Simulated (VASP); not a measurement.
# KF (Fm-3m) in VASP: notebook, part 2 of 2

VASP 6.6.1. The steps go on from the part before.

**3. Single point, r2SCAN**

This run uses another cell than the first one, of 19.46 Å³/atom.

Input file POSCAR:

```
KF
1.0
    0.0000000000      2.6895448865      2.6895448865
    2.6895448865      0.0000000000      2.6895448865
    2.6895448865      2.6895448865      0.0000000000
K F
1 1
Direct
    0.0000000000      0.0000000000      0.0000000000
    0.5000000000      0.5000000000      0.5000000000
```

Input file INCAR.step1:

```
SYSTEM = KF
ALGO = Normal
EDIFF = 1E-4
ENCUT = 520
GGA = PE
ISMEAR = -1
LASPH = .TRUE.
LCHARG = .FALSE.
LREAL = .FALSE.
LWAVE = .TRUE.
NBANDS = 15
NELM = 60
PREC = Accurate
SIGMA = 0.05
```

Input file INCAR.step2:

```
SYSTEM = KF
ALGO = Normal
EDIFF = 1E-6
ENCUT = 520
ISIF = 2
ISMEAR = -1
ISTART = 1
LASPH = .TRUE.
LCHARG = .FALSE.
LMIXTAU = .TRUE.
LREAL = .FALSE.
LWAVE = .FALSE.
METAGGA = R2SCAN
NBANDS = 15
NELM = 60
PREC = Accurate
SIGMA = 0.05
```

Input file KPOINTS:

```
k-points
0
G
  9 9 9
  0 0 0
```

Potentials or basis: VASP PAW PBE potentials, release 64 (K_sv, F).

Command:

```bash
> cat potpaw_PBE.64/K_sv/POTCAR potpaw_PBE.64/F/POTCAR > POTCAR
> cp INCAR.step1 INCAR
> mpirun -np 1 vasp_std > vasp.out
> cp INCAR.step2 INCAR
> mpirun -np 1 vasp_std > vasp.out
```

OUTCAR:

```text
SYSTEM = KF
   EDIFF = 1E-6
   ENCUT = 520
   ISIF = 2
   ISMEAR = -1
   ISTART = 1
   LASPH = .TRUE.
   LREAL = .FALSE.
   METAGGA = R2SCAN
   NELM = 60
   PREC = Accurate

 ion  position               nearest neighbor table
   1  0.000  0.000  0.000-   2 2.69   2 2.69   2 2.69   2 2.69   2 2.69   2 2.69
   2  0.500  0.500  0.500-   1 2.69   1 2.69   1 2.69   1 2.69   1 2.69   1 2.69

  LATTYP: Found a face centered cubic cell.
 ALAT       =     5.3790897730

  Lattice vectors:

 A1 = (   0.0000000000,   2.6895448865,   2.6895448865)
 A2 = (   2.6895448865,   0.0000000000,   2.6895448865)
 A3 = (   2.6895448865,   2.6895448865,   0.0000000000)

Analysis of symmetry for initial positions (statically):
=====================================================================
 Subroutine PRICEL returns:
 Original cell was already a primitive cell.

 Routine SETGRP: Setting up the symmetry group for a
 face centered cubic supercell.

 Subroutine GETGRP returns: Found 48 space group operations
 (whereof 48 operations were pure point group operations)
 out of a pool of 48 trial point group operations.

The static configuration has the point symmetry O_h .

[... 173 lines left out ...]
      6      -3.3991      2.00000
      7      -3.3991      2.00000
      8      -3.3991      2.00000
      9       3.3255      0.00000
     10       7.9990      0.00000
     11       7.9990      0.00000
     12       7.9990      0.00000
     13       9.8322      0.00000
     14       9.8322      0.00000
[... 401 lines left out ...]
      2     -23.1980      2.00000
      3     -13.5665      2.00000
      4     -13.2681      2.00000
      5     -13.2681      2.00000
      6      -3.6442      2.00000
      7      -3.4567      2.00000
      8      -3.4566      2.00000
      9       5.3999      0.00000
     10       7.4313      0.00000
     11       9.0398      0.00000
     12      11.0745      0.00000
     13      11.4210      0.00000
     14      11.4210      0.00000
     15      13.7328      0.00000

 [... further k-points ...]

------------------------ aborting loop because EDIFF is reached ----------------------------------------

  FORCE on cell =-STRESS in cart. coord.  units (eV):
  Direction    XX          YY          ZZ          XY          YZ          ZX
  --------------------------------------------------------------------------------------
  -------------------------------------------------------------------------------------
  Total       -0.2800480     -0.2800480     -0.2800480     -0.0000000     -0.0000000      0.0000000
  in kB      -11.5312569    -11.5312569    -11.5312569     -0.0000000     -0.0000000      0.0000000
  external PRESSURE =     -11.5312569 kB  Pullay stress =       0.0000000 kB

 VOLUME and BASIS-vectors are now :
 -----------------------------------------------------------------------------
  energy-cutoff  :      520.00
  volume of cell :       38.91
      direct lattice vectors                 reciprocal lattice vectors
     0.000000000  2.689544886  2.689544886    -0.185905059  0.185905059  0.185905059
     2.689544886  0.000000000  2.689544886     0.185905059 -0.185905059  0.185905059
     2.689544886  2.689544886  0.000000000     0.185905059  0.185905059 -0.185905059

 POSITION                                       TOTAL-FORCE (eV/Angst)
 -----------------------------------------------------------------------------------
      0.00000      0.00000      0.00000        -0.000000     -0.000000     -0.000000
      2.68954      2.68954      2.68954         0.000000      0.000000      0.000000
 -----------------------------------------------------------------------------------
    total drift:                                0.000000      0.000000      0.000000

  FREE ENERGIE OF THE ION-ELECTRON SYSTEM (eV)
  ---------------------------------------------------
  free  energy   TOTEN  =       -14.9697803969 eV

  energy  without entropy=      -14.9697803969  energy(sigma->0) =      -14.96978040
```

OUTCAR.step1:

```text
SYSTEM = KF
   EDIFF = 1E-4
   ENCUT = 520
   GGA = PE
   ISMEAR = -1
   LASPH = .TRUE.
   LREAL = .FALSE.
[... 651 lines left out ...]
      0.00000      0.00000      0.00000        -0.000000      0.000000      0.000000
      2.68954      2.68954      2.68954         0.000000     -0.000000     -0.000000
 -----------------------------------------------------------------------------------
    total drift:                                0.000000      0.000000      0.000000

  FREE ENERGIE OF THE ION-ELECTRON SYSTEM (eV)
  ---------------------------------------------------
  free  energy   TOTEN  =        -8.2961511388 eV

  energy  without entropy=       -8.2961511387  energy(sigma->0) =       -8.29615114
```

Wall time 1.7 min (1 thread of Intel Xeon 8259CL, shared host); peak memory 0.18 GiB.

What came out:

```yaml
Free_energy: -14.9698 eV
Pressure: -1.2 GPa
Band_gap_on_the_k_mesh: 6.72 eV
```

Levels at points of the mesh, in eV from the valence-band top:
| k point | band 6 | band 7 | band 8 | band 9 | band 10 | band 11 |
| --- | --- | --- | --- | --- | --- | --- |
| (0.00, 0.00, 0.00) | 0.00 | 0.00 | 0.00 | 6.72 | 11.40 | 11.40 |

Caveat: the PAW data sets were made with another functional, which shifts forces and pressure a little; an odd mesh through Γ misses points on the zone boundary, where band edges can lie. r2SCAN opens gaps a little over a GGA but as a rule still falls short of measured ones.
